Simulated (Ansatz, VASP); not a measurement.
**Ni: VASP beside Ansatz**

```xyz
1
Lattice="0.0000 1.7114 1.7114 1.7114 0.0000 1.7114 1.7114 1.7114 0.0000" Properties=species:S:1:pos:R:3 pbc="T T T"
Ni    0.0000    0.0000    0.0000
```

Alike in both runs: functional LDA; k mesh 26 × 26 × 26; collinear spin.

Ansatz relaxed the structure, and its values are those at the end. VASP's run is a single point on that final structure, the one shown.

```csv
,VASP,Ansatz
version,VASP 6.6.1,Ansatz 0.2.0
potentials or method,"VASP PAW LDA potentials, release 64 (Ni)","plane-wave PAW, scalar-relativistic"
plane-wave cutoff (eV),600,420
occupations,"methfessel-paxton of order 1, width 0.1 eV","cold, width 0.1 eV"
valence electrons in the cell,10,18
```

```csv
,VASP,Ansatz,Ansatz less VASP
pressure (GPa),-0.3,0.0,+0.28
net moment per atom (μB),0.57,0.58,+0.013
size of the moment on the site where the two differ most (μB),0.56,0.60,+0.039
```

LDA's correlation is that of Perdew and Zunger in VASP and of Perdew and Wang (1992) in Ansatz. Site moments also hang on the region over which each program counts them. VASP's potentials hold 10 valence electrons a cell and Ansatz's 18, so a difference there can come from the potentials and not from the codes.
